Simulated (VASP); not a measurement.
# SiC (P1) in VASP: single point with PBE

Aim: the single point of SiC with PBE.

All numbers are computed with VASP 6.6.1; they aren't measurements. Logs are shortened: lines on timing, memory, paths and dates and some standing lists are left out, and cuts for length are marked.

### 1 The cell of the first run

The typed cell holds 8 atoms: a = 2.945 Å, b = 2.952 Å, c = 10.082 Å, α = 88.72°, β = 83.92°, γ = 115.71°.

### 2 Single point, PBE (atoms moved at random and the cell strained at random)

INCAR

```
PREC = Accurate ; ENCUT = 520
EDIFF = 1E-6 ; ISMEAR = 0
SIGMA = 0.05 ; LREAL = F
LASPH = T ; NELM = 100
ALGO = Normal ; ISIF = 2
LWAVE = F ; LCHARG = F
GGA = PE ; NBANDS = 26
```

KPOINTS

```
regular mesh
0
Gamma
  12 12 4
```

POSCAR

```
SiC
1.0
    2.9384316691      0.1050222245      0.1575956330
   -1.3782639202      2.6101349792      0.0300185680
    0.5160103149      0.4114128617     10.0600358906
Si C
4 4
Direct
    0.6399856166      0.3217570048      0.9329125557
    0.3045432715      0.6214436291      0.4077016435
    0.0649139748      0.0270178209      0.7077589469
   -0.0385829251     -0.0337259899      0.1991138666
    0.6392818830      0.3318543745      0.7485416868
    0.3682504028      0.6969331792      0.2523922892
    0.0276910102      0.0249711818      0.5022279505
   -0.0060832339      0.0097487996      0.0013490608
```

Potentials or basis: VASP PAW PBE potentials, release 64 (Si, C).

Command:

```sh
$ cat potpaw_PBE.64/Si/POTCAR potpaw_PBE.64/C/POTCAR > POTCAR
$ mpirun -np 1 vasp_std > vasp.out
```

OUTCAR:

```text
PREC = Accurate
   ENCUT = 520
   EDIFF = 1E-6
   ISMEAR = 0
   LREAL = F
   LASPH = T
   NELM = 100
   ISIF = 2
   GGA = PE

 ion  position               nearest neighbor table
   1  0.640  0.322  0.933-   8 1.77   8 1.83   5 1.86   8 2.02   3 2.81   3 2.82   3 2.90   4 3.04

   2  0.305  0.621  0.408-   6 1.56   7 1.79   7 1.93   7 2.27   4 2.56   4 2.78   4 2.85
   3  0.065  0.027  0.708-   5 1.64   5 1.85   5 1.89   7 2.09   1 2.81   1 2.82   1 2.90
   4  0.961  0.966  0.199-   6 1.60   6 1.82   8 1.98   6 2.08   2 2.56   2 2.78   2 2.85   1 3.04

   5  0.639  0.332  0.749-   3 1.64   3 1.85   1 1.86   3 1.89
   6  0.368  0.697  0.252-   2 1.56   4 1.60   4 1.82   4 2.08
   7  0.028  0.025  0.502-   2 1.79   2 1.93   3 2.09   2 2.27
   8  0.994  0.010  0.001-   1 1.77   1 1.83   4 1.98   1 2.02

  LATTYP: Found a triclinic cell.
 ALAT       =     2.9445282687
 B/A-ratio  =     1.0654001139
 C/A-ratio  =     3.4637247427
 COS(alpha) =     0.0340563472
 COS(beta)  =     0.1839864277
 COS(gamma) =     0.5303687200

  Lattice vectors:

 A1 = (  -2.9384316691,  -0.1050222245,  -0.1575956330)
 A2 = (  -1.5601677489,  -2.7151572037,  -0.1876142010)
 A3 = (  -2.4224213542,   0.3063906372,   9.9024402576)

Analysis of symmetry for initial positions (statically):
=====================================================================
 Subroutine PRICEL returns:
 Original cell was already a primitive cell.

 Routine SETGRP: Setting up the symmetry group for a
 triclinic supercell.

 Subroutine GETGRP returns: Found  1 space group operations
 (whereof  1 operations were pure point group operations)
 out of a pool of  2 trial point group operations.

The static configuration has the point symmetry C_1 .

Analysis of symmetry for dynamics (positions and initial velocities):
=====================================================================
 Subroutine PRICEL returns:
 Original cell was already a primitive cell.

 Routine SETGRP: Setting up the symmetry group for a
 triclinic supercell.

 Subroutine GETGRP returns: Found  1 space group operations
 (whereof  1 operations were pure point group operations)
 out of a pool of  2 trial point group operations.

The dynamic configuration has the point symmetry C_1 .

 Subroutine INISYM returns: Found  1 space group operations
 (whereof  1 operations are pure point group operations),
 and found     1 'primitive' translations

[... 106 lines left out ...]
   EDIFF  = 0.1E-05   stopping-criterion for ELM
   LREAL  =      F    real-space projection
   EDIFFG = 0.1E-04   stopping-criterion for IOM
   NSW    =      0    number of steps for IOM
   IBRION =     -1    ionic relax: 0-MD 1-quasi-New 2-CG
   NFREE  =      0    steps in history (QN), initial steepest desc. (CG)
   ISIF   =      2    stress and relaxation
   ISYM   =      2    0-nonsym 1-usesym 2-fastsym
   POTIM  = 0.5000    time-step for ionic-motion
   TEBEG  =    0.0;   TEEND  =   0.0 temperature during run
   PSTRESS=    0.0 pullay stress
   NELECT =      32.0000    total number of electrons
   NUPDOWN=      -1.0000    fix difference up-down
   EMIN   =  10.00;   EMAX   =-10.00  energy-range for DOS
   EFERMI =   0.00;   METHOD = LEGACY
   ISMEAR =     0;   SIGMA  =   0.05  broadening in eV -4-tet -1-fermi 0-gaus
   EFERMI_NEDOS =   21; number of points for ismear=-14 and -15
   IALGO  =     38    algorithm
   IMIX   =      4    mixing-type and parameters
     AMIX     =   0.40;   BMIX     =  1.00
     AMIX_MAG =   1.60;   BMIX_MAG =  1.00
  volume/ion in A,a.u.               =       9.78        66.03
  Fermi-wavevector in a.u.,A,eV,Ry     =   1.215009  2.296034 20.085549  1.476246
  Thomas-Fermi vector in A             =   2.350410
   LORBIT       =      0    0 simple, 1 ext, 2 COOP (PROOUT), +10 PAW based schemes
   GGA     = PE    functional components
   LHFCALC =     F    Hartree Fock is set to
   AEXX    =    0.0000 exact exchange contribution
   IVDW    =     0    specifies the selected vdW correction
   LEPSILON=     F    determine dielectric tensor
   LRPA    =     F    only Hartree local field effects (RPA)
 non-spin polarized calculation
 Gauss-broadening in eV      SIGMA  =   0.05
  energy-cutoff  :      520.00
  volume of cell :       78.28
 maximum number of plane-waves:      2137
 NGX is ok and might be reduce to    24
   NGX = 11   NGY = 11   NGZ = 37

 number of electron      32.0000000 magnetization

 Free energy of the ion-electron system (eV)
  ---------------------------------------------------
  ext. energy  EPLUGINS =         0.00000000
  ---------------------------------------------------
  free energy    TOTEN  =       -54.00522492 eV

  energy without entropy =      -54.00426067  energy(sigma->0) =      -54.00474280

 E-fermi :  10.6748     XC(G=0): -11.6013

 val. band max:       10.6661673964   @ k =   0.0833  -0.0000   0.5000
 cond. band min:      10.6776229424   @ k =   0.0833  -0.0000   0.2500
 fundamental gap:      0.0114555460
 Fermi energy:        10.6747818085

 k-point     1 :       0.0000    0.0000    0.0000
  band No.  band energies     occupation
      1      -7.9212      2.00000
      2      -7.1188      2.00000
      3      -5.1187      2.00000
      4      -3.0128      2.00000
      5      -0.3156      2.00000
      6       3.3422      2.00000
[... 685 lines left out ...]
     25      17.8850      0.00000
     26      18.5750      0.00000

 [... further k-points ...]
[... 5 lines left out ...]
  --------------------------------------------------------------------------------------
  -------------------------------------------------------------------------------------
  Total       23.6976190      9.7733358     15.6603156      2.4720767     -8.9519031     -7.4332951
  in kB      485.0416299    200.0401272    320.5345231     50.5983366   -183.2270865   -152.1442957
  external PRESSURE =     335.2054267 kB  Pullay stress =       0.0000000 kB

 VOLUME and BASIS-vectors are now :
 -----------------------------------------------------------------------------
  energy-cutoff  :      520.00
  volume of cell :       78.28
      direct lattice vectors                 reciprocal lattice vectors
     2.938431669  0.105022224  0.157595633     0.335291007  0.177329318 -0.024450130
    -1.378263920  2.610134979  0.030018568    -0.012668928  0.376601863 -0.014751593
     0.516010315  0.411412862 10.060035891    -0.005214703 -0.003901713  0.099830266

 POSITION                                       TOTAL-FORCE (eV/Angst)
 -----------------------------------------------------------------------------------
      1.91848      1.29085      9.49565         0.929086      1.589757      1.842340
      0.24874      1.82177      4.16814        -0.583641      1.240085     14.734846
      0.51872      0.36852      7.13112        -5.416161     -3.244110     -6.418917
      1.59602      2.70499      2.18361         5.674172      4.623010     -5.197836
      1.80736      1.24128      7.64107         5.434187      3.387005      2.996977
      0.25176      1.96160      2.61803        -5.897893     -4.206179     -7.604891
      0.30611      0.27471      5.05754         0.785285     -1.760031     -1.120154
      2.90782      0.13038      0.17050        -0.925033     -1.629538      0.767635
 -----------------------------------------------------------------------------------
    total drift:                               -0.000163     -0.000173     -0.000237

  FREE ENERGIE OF THE ION-ELECTRON SYSTEM (eV)
  ---------------------------------------------------
  free  energy   TOTEN  =       -54.0052249226 eV

  energy  without entropy=      -54.0042606675  energy(sigma->0) =      -54.00474280
```

stdout:

```text
POSCAR found type information on POSCAR SiC
 POSCAR found :  2 types and       8 ions
 scaLAPACK will be used
 LDA part: xc-table for (Slater+PW92), standard interpolation
 POSCAR, INCAR and KPOINTS ok, starting setup
 FFT: planning ... GRIDC
 FFT: planning ... GRID_SOFT
 FFT: planning ... GRID
 WAVECAR not read
 entering main loop
```

It took 4.7 min on 1 thread of Intel Xeon 6975P-C (Granite Rapids), shared host; peak memory 0.51 GiB.

What came out:

| Property | Result |
| --- | --- |
| Free energy | -54.0052 eV |
| Pressure | 33.5 GPa |
| Largest force | 14.798 eV/Å |
| Band gap on the k mesh | zero (band 16 reaches 11.28 eV, above the bottom of band 17 at 9.94 eV) |

Forces on the atoms (eV/Å):
```
Si   0.929  1.590  1.842
Si  -0.584  1.240 14.735
Si  -5.416 -3.244 -6.419
Si   5.674  4.623 -5.198
C    5.434  3.387  2.997
C   -5.898 -4.206 -7.605
C    0.785 -1.760 -1.120
C   -0.925 -1.630  0.768
```

Stress tensor (GPa, compression positive):
```
 48.50   5.06 -15.21
  5.06  20.00 -18.32
-15.21 -18.32  32.05
```

Caveat: the cell differs from its parent crystal (atoms moved at random and the cell strained at random); forces of over 1 eV/Å act on the atoms, so gaps and moduli don't describe the material at rest.
